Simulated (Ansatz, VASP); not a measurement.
# Ni in VASP and in Ansatz

INCAR

```
SYSTEM = Ni
ALGO     = Normal         ! electronic algorithm
EDIFF    = 1E-6           ! SCF threshold, eV
ENCUT    = 600            ! plane-wave cutoff, eV
GGA_COMPAT= .FALSE.      
ISIF     = 2              ! what is computed and relaxed
ISMEAR   = -1             ! smearing method
LASPH    = .TRUE.         ! aspherical terms in the spheres
LCHARG   = .FALSE.        ! write CHGCAR
LREAL    = .FALSE.        ! projectors in reciprocal space
LWAVE    = .FALSE.        ! write WAVECAR
NBANDS   = 11             ! bands
NELM     = 120            ! most SCF steps
PREC     = Accurate       ! precision mode
SIGMA    = 0.1            ! smearing width, eV
```

Contents of KPOINTS:

```
k-points
0
G
  15 15 15
  0 0 0
```

POSCAR

```
Ni
1.0
    0.0000000000      1.7725500000      1.7725500000
    1.7725500000      0.0000000000      1.7725500000
    1.7725500000      1.7725500000      0.0000000000
Ni
1
Direct
    0.0000000000      0.0000000000      0.0000000000
```

Input for Ansatz:

```yaml
crystal:
  lattice:
    - [0.0, 1.77255, 1.77255]
    - [1.77255, 0.0, 1.77255]
    - [1.77255, 1.77255, 0.0]
  atoms:
    - { symbol: Ni, position: [0.0, 0.0, 0.0] }
hamiltonian:
  xc: lda
  pseudopotentials: { kind: paw }
basis:
  ecutwfc: 420
kpoints:
  mp_grid: { grid: [15, 15, 15] }
scf:
  occupations: { method: fermi_dirac, width: 0.1 }
  lower_state_search: "off"
  algorithm: density_mixing
  max_iter: 70
  mixing: { algorithm: anderson, ndim: 8, beta: 0.5, preconditioner: none }
output:
  forces: true
  stress: true
```

Alike in both runs: task single point; functional LDA; k mesh 15 × 15 × 15; occupations fermi-dirac, width 0.1 eV; no spin polarisation.

|  | VASP | Ansatz |
| --- | --- | --- |
| version | VASP 6.6.1 | Ansatz 0.2.0 |
| potentials or method | VASP PAW LDA potentials, release 64 (Ni), cutoff 600 eV | PAW, plane waves, scalar-relativistic |
| valence electrons in the cell | 10 | 18 |

```csv
,VASP,Ansatz,Ansatz less VASP
pressure (GPa),-21.0,-21.2,-0.17
```

LDA's correlation is that of Perdew and Zunger in VASP and of Perdew and Wang (1992) in Ansatz. VASP's potentials hold 10 valence electrons a cell and Ansatz's 18, so a difference there can come from the potentials and not from the codes.
